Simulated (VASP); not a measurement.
Here is a VASP 6.6.1 calculation.

Contents of POSCAR:

```
GaN
1.0
    0.0000000000      2.2489367673      2.3164048703
    2.2489367673      0.0000000000      2.3164048703
    2.2489367673      2.2489367673      0.0000000000
Ga N
1 1
Direct
    0.0000000000      0.0000000000      0.0000000000
    0.7500000000      0.7500000000      0.7500000000
```

INCAR.step1

```
SYSTEM = GaN
PREC     = Accurate       ! precision mode
ENCUT    = 520            ! plane-wave cutoff, eV
ISMEAR   = 0              ! smearing method
SIGMA    = 0.05           ! smearing width, eV
LREAL    = .FALSE.        ! projectors in reciprocal space
LASPH    = .TRUE.         ! aspherical terms in the spheres
NELM     = 100            ! most SCF steps
NBANDS   = 16             ! bands
GGA      = PE             ! functional
ALGO     = Normal         ! electronic algorithm
EDIFF    = 1E-4           ! SCF threshold, eV
LWAVE    = .TRUE.         ! write WAVECAR
LCHARG   = .FALSE.        ! write CHGCAR
```

INCAR.step2

```
SYSTEM = GaN
PREC     = Accurate       ! precision mode
ENCUT    = 520            ! plane-wave cutoff, eV
EDIFF    = 1E-7           ! SCF threshold, eV
ISMEAR   = 0              ! smearing method
SIGMA    = 0.05           ! smearing width, eV
LREAL    = .FALSE.        ! projectors in reciprocal space
LASPH    = .TRUE.         ! aspherical terms in the spheres
NELM     = 100            ! most SCF steps
ALGO     = Normal         ! electronic algorithm
ISIF     = 2              ! what is computed and relaxed
LWAVE    = .FALSE.        ! write WAVECAR
LCHARG   = .FALSE.        ! write CHGCAR
METAGGA  = R2SCAN         ! meta-GGA
LMIXTAU  = .TRUE.       
NBANDS   = 16             ! bands
ISTART   = 1
```

The input KPOINTS:

```
regular mesh
0
G
  10 10 10
  0 0 0
```

Potentials or basis: VASP PAW PBE potentials, release 64 (Ga_d, N).

Command:

```sh
$ cat potpaw_PBE.64/Ga_d/POTCAR potpaw_PBE.64/N/POTCAR > POTCAR
$ cp INCAR.step1 INCAR
$ mpirun -np 1 vasp_std > vasp.out
$ cp INCAR.step2 INCAR
$ mpirun -np 1 vasp_std > vasp.out
```

**Question.** Estimate the band gap on the k mesh.

**Answer.** 1.91 eV, direct.

**Question.** What does it give for the pressure?

**Answer.** -4.5 GPa.

Stress tensor (GPa, compression positive):
```
-3.10  0.00  0.00
 0.00 -3.10  0.00
 0.00  0.00 -7.17
```

Caveat: the cell differs from its parent crystal (strain +0.0300 x Voigt [0, 0, 1, 0, 0, 0]); the PAW data sets were made with another functional, which shifts forces and pressure a little.
